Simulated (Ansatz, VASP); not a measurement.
# Two plane-wave programs on B26SbP27

```xyz
54
Lattice="0.0000 6.8070 6.8070 6.8070 0.0000 6.8070 6.8070 6.8070 0.0000" Properties=species:S:1:pos:R:3 pbc="T T T"
Sb    0.0000    0.0000    0.0000
B     2.2690    2.2690    0.0000
B     4.5380    4.5380    0.0000
B     2.2690    0.0000    2.2690
B     4.5380    2.2690    2.2690
B     6.8070    4.5380    2.2690
B     4.5380    0.0000    4.5380
B     6.8070    2.2690    4.5380
B     9.0760    4.5380    4.5380
B     0.0000    2.2690    2.2690
B     2.2690    4.5380    2.2690
B     4.5380    6.8070    2.2690
B     2.2690    2.2690    4.5380
B     4.5380    4.5380    4.5380
B     6.8070    6.8070    4.5380
B     4.5380    2.2690    6.8070
B     6.8070    4.5380    6.8070
B     9.0760    6.8070    6.8070
B     0.0000    4.5380    4.5380
B     2.2690    6.8070    4.5380
B     4.5380    9.0760    4.5380
B     2.2690    4.5380    6.8070
B     4.5380    6.8070    6.8070
B     6.8070    9.0760    6.8070
B     4.5380    4.5380    9.0760
B     6.8070    6.8070    9.0760
B     9.0760    9.0760    9.0760
P     1.1345    1.1345    1.1345
P     3.4035    3.4035    1.1345
P     5.6725    5.6725    1.1345
P     3.4035    1.1345    3.4035
P     5.6725    3.4035    3.4035
P     7.9415    5.6725    3.4035
P     5.6725    1.1345    5.6725
P     7.9415    3.4035    5.6725
P    10.2105    5.6725    5.6725
P     1.1345    3.4035    3.4035
P     3.4035    5.6725    3.4035
P     5.6725    7.9415    3.4035
P     3.4035    3.4035    5.6725
P     5.6725    5.6725    5.6725
P     7.9415    7.9415    5.6725
P     5.6725    3.4035    7.9415
P     7.9415    5.6725    7.9415
P    10.2105    7.9415    7.9415
P     1.1345    5.6725    5.6725
P     3.4035    7.9415    5.6725
P     5.6725   10.2105    5.6725
P     3.4035    5.6725    7.9415
P     5.6725    7.9415    7.9415
P     7.9415   10.2105    7.9415
P     5.6725    5.6725   10.2105
P     7.9415    7.9415   10.2105
P    10.2105   10.2105   10.2105
```

Alike in both runs: task electric field gradients; functional PBE; k mesh 3 × 3 × 3; occupations fermi-dirac, width 0.01 eV; no spin polarisation.

|  | VASP | Ansatz |
| --- | --- | --- |
| version | VASP 6.6.1 | Ansatz 0.2.0 |
| potentials or method | VASP PAW PBE potentials, release 64 (Sb, B, P) | plane-wave PAW, scalar-relativistic |
| plane-wave cutoff (eV) | 420 | 420 |
| valence electrons in the cell | 218 | 228 |

```tsv
	VASP	Ansatz	Ansatz less VASP
rms of the force components (eV/Å)	2.637	2.561	-0.0759
size of Vzz on the site where it differs most (V/Å²)	0.9	10.3	+9.33
```

Atom by atom the forces differ by 0.076 eV/Å (rms over components). With one functional, cell and mesh, what is left measures potentials, basis and numerics. VASP's potentials hold 218 valence electrons a cell and Ansatz's 228, so a difference there can come from the potentials and not from the codes. Ansatz's warnings: force scf threshold loose, stress scf threshold loose.

Spin-orbit coupling is off throughout.
